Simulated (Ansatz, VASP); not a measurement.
**Two plane-wave programs on Si3IrRu**

```
Si Ru Ir
1.0
     2.28343   -2.28335    0.00000
     2.28343    2.28335    0.00000
     0.00000    0.00000    7.59545
Si Ru Ir
3 1 1
Direct
  0.50000 0.50000 0.32366
  0.50000 0.50000 0.67634
  0.00000 0.00000 0.00000
  0.00000 0.00000 0.50000
  0.50000 0.50000 0.00000
```

Alike in both runs: functional PBE; k mesh 4 × 4 × 3; occupations gaussian, width 0.2 eV; no spin polarisation.

Ansatz relaxed the structure, and its values are those at the end. VASP's run is a single point on that final structure, the one shown.

|  | VASP | Ansatz |
| --- | --- | --- |
| version | VASP 6.6.1 | Ansatz 0.2.0 |
| potentials or method | VASP PAW PBE potentials, release 64 (Si, Ru_sv, Ir_sv_GW), cutoff 560 eV | scalar-relativistic, plane waves, PAW |
| valence electrons in the cell | 45 | 45 |

|  | VASP | Ansatz | Ansatz less VASP |
| --- | --- | --- | --- |
| gap on the k mesh at the Fermi level (eV) | none | none | - |
| pressure (GPa) | -0.4 | 0.0 | +0.43 |
| rms of the force components (eV/Å) | 0.003 | 0.001 | -0.0020 |

A gap of «none» marks a metal or a gap that the smearing closes.

The k mesh is coarse, so the values compare programs but aren't converged. Spin-orbit coupling is off throughout.
